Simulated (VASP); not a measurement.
**Ti2B3: relaxation of cell and atoms with PBE**

Crystal: Ti2B3.

```
CELL_PARAMETERS angstrom
3.69011 0.00000 0.00000
-1.84505 3.19573 0.00000
0.00000 0.00000 4.56633
ATOMIC_POSITIONS crystal
Ti 0.33333 0.66667 0.25210
Ti 0.66667 0.33333 0.74790
B 0.00000 0.00000 0.00000
B 0.33333 0.66667 0.74629
B 0.66667 0.33333 0.25371
```

```yaml
Program: VASP 6.6.1
Task: relaxation of cell and atoms
Functional: PBE
Potentials_or_basis: VASP PAW PBE potentials, release 64 (Ti_sv, B)
Cutoff: 600 eV
k_mesh: 12 × 12 × 8
Occupations: gaussian, width 0.1 eV
Spin: no spin polarisation
Dipole_correction: no
Further_INCAR_settings: ALGO = Normal; EDIFF = 1e-06; IBRION = 2; EDIFFG = -0.01; NSW = 100; ISIF = 3
```

```
Relaxed volume                         : 10.76 Å³/atom
Relaxed cell                           : a = 3.690 Å, b = 3.690 Å, c = 4.564 Å, α = 90.00°, β = 90.00°, γ = 120.00°
Space group after relaxing (to 0.05 Å) : P-3m1 (No. 164)
Energy gained by relaxing              : 0.1 meV/atom
Ionic steps                            : 7
Pressure after relaxing                : 0.0 GPa
Largest force after relaxing           : 0.004 eV/Å
```

Forces on the atoms (eV/Å):
```
Ti   0.000  0.000  0.001
Ti   0.000  0.000 -0.001
B    0.000  0.000  0.000
B    0.000  0.000 -0.004
B    0.000  0.000  0.004
```

Stress tensor (GPa, compression positive):
```
-0.09  0.00  0.00
 0.00 -0.09  0.00
 0.00  0.00  0.09
```

The path:
| step | energy change (eV) | largest force (eV/Å) | pressure (GPa) | volume (Å³) |
| --- | --- | --- | --- | --- |
| 1 | 0.0000 | 0.0351 | -0.06 | 53.85 |
| 2 | -0.0001 | 0.0230 | 0.01 | 53.82 |
| 3 | -0.0002 | 0.0165 | -0.01 | 53.80 |
| 4 | -0.0001 | 0.0151 | 0.14 | 53.77 |
| 5 | -0.0002 | 0.0147 | 0.11 | 53.79 |
| 6 | -0.0002 | 0.0082 | 0.04 | 53.80 |
| 7 | -0.0003 | 0.0040 | -0.03 | 53.82 |

Final structure:
```
Ti B
1.0
     3.69026    0.00000    0.00000
    -1.84513    3.19586    0.00000
     0.00000    0.00000    4.56352
Ti B
2 3
Direct
  0.33333 0.66667 0.25276
  0.66667 0.33333 0.74724
  0.00000 0.00000 0.00000
  0.33333 0.66667 0.74766
  0.66667 0.33333 0.25234
```

Levels at points of the mesh, in eV from the Fermi level:
| k point | band 14 | band 15 | band 16 | band 17 | band 18 | band 19 |
| --- | --- | --- | --- | --- | --- | --- |
| (0.00, 0.00, 0.00) | -2.46 | -2.46 | 0.17 | 0.17 | 0.31 | 1.31 |
| (0.50, 0.00, 0.00) | -2.73 | -2.46 | -0.73 | 0.20 | 0.56 | 0.81 |
| (0.00, 0.00, 0.50) | -2.83 | -2.58 | -2.50 | 1.10 | 1.73 | 1.73 |
| (0.50, 0.00, 0.50) | -2.93 | -2.58 | -1.30 | 0.38 | 0.45 | 0.51 |

Wall time 7.8 min on 1 thread of Intel Xeon 6975P-C (shared host), peak memory 0.29 GiB.
